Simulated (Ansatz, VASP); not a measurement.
## One calculation of ZnC, two programs

```
CELL_PARAMETERS angstrom
-1.52069 1.57618 2.20784
1.52069 -1.57618 2.20784
1.52069 1.57618 -2.20784
ATOMIC_POSITIONS crystal
Zn 0.50000 0.00000 0.50000
C 0.00000 0.50000 0.50000
```

Alike in both runs: functional PBE; k mesh 8 × 8 × 8; occupations gaussian, width 0.1 eV; no spin polarisation.

Ansatz relaxed the structure, and its values are those at the end. VASP's run is a single point on that final structure, the one shown.

```csv
,VASP,Ansatz
version,VASP 6.6.1,Ansatz 0.2.0
potentials or method,"VASP PAW PBE potentials, release 64 (Zn, C), cutoff 520 eV","scalar-relativistic, plane waves, PAW"
valence electrons in the cell,16,16
```

```csv
,VASP,Ansatz,Ansatz less VASP
gap on the k mesh at the Fermi level (eV),none,none,-
pressure (GPa),0.8,0.0,-0.77
```

A gap of «none» marks a metal or a gap that the smearing closes.
